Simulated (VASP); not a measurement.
Runs of VASP 6.6.1 on Ni. The structure is that of space group P6_3/mmc (No. 194), or close to it. The cells are those of the table. This isn't the form of Ni at room conditions, which is fcc.

| task | level | cell | cutoff (eV) | gap on the mesh (eV) | pressure (GPa) | moment (μB) | relaxed volume (Å³/atom) |
| --- | --- | --- | --- | --- | --- | --- | --- |
| single point | PBEsol+D3(BJ) | a = 2.426, b = 2.426, c = 3.975 Å, angles 90.0, 90.0, 120.0°, 2 atoms | 520 | none | (a) | 1.18 | - |
| single point | PBEsol | a = 2.450, b = 2.450, c = 4.013 Å, angles 90.0, 90.0, 120.0°, 2 atoms | 520 | none | (b) | 1.20 | - |
| single point | BLYP+D3(BJ) | a = 2.460, b = 2.460, c = 4.038 Å, angles 90.0, 90.0, 120.0°, 2 atoms | 520 | none | 0.0 | 1.14 | - |
| relaxation of cell and atoms | PBEsol | relaxed from a = 2.448, b = 2.448, c = 4.073 Å, angles 90.0, 90.0, 120.0°, 2 atoms | 600 | none | 0.0 | 1.20 | 10.42 |
| relaxation of cell and atoms | BLYP+D3(BJ) | relaxed from a = 2.448, b = 2.448, c = 4.073 Å, angles 90.0, 90.0, 120.0°, 2 atoms | 600 | none | 0.0 | 1.14 | 10.57 |

Alike in all rows: potentials or basis VASP PAW PBE potentials, release 64 (Ni); spin collinear, ferromagnetic start; k mesh 14 × 14 × 7; smearing fermi-dirac 0.1 eV.

Estimate the missing entries.

(a) -0.2; (b) -0.1.

Caveats: the PAW data sets were made with another functional, which shifts forces and pressure a little; the dispersion term is far too large for a dense solid, which distorts pressure and volume (at least some runs).

A gap of «none» marks levels without a gap at the run's occupations.
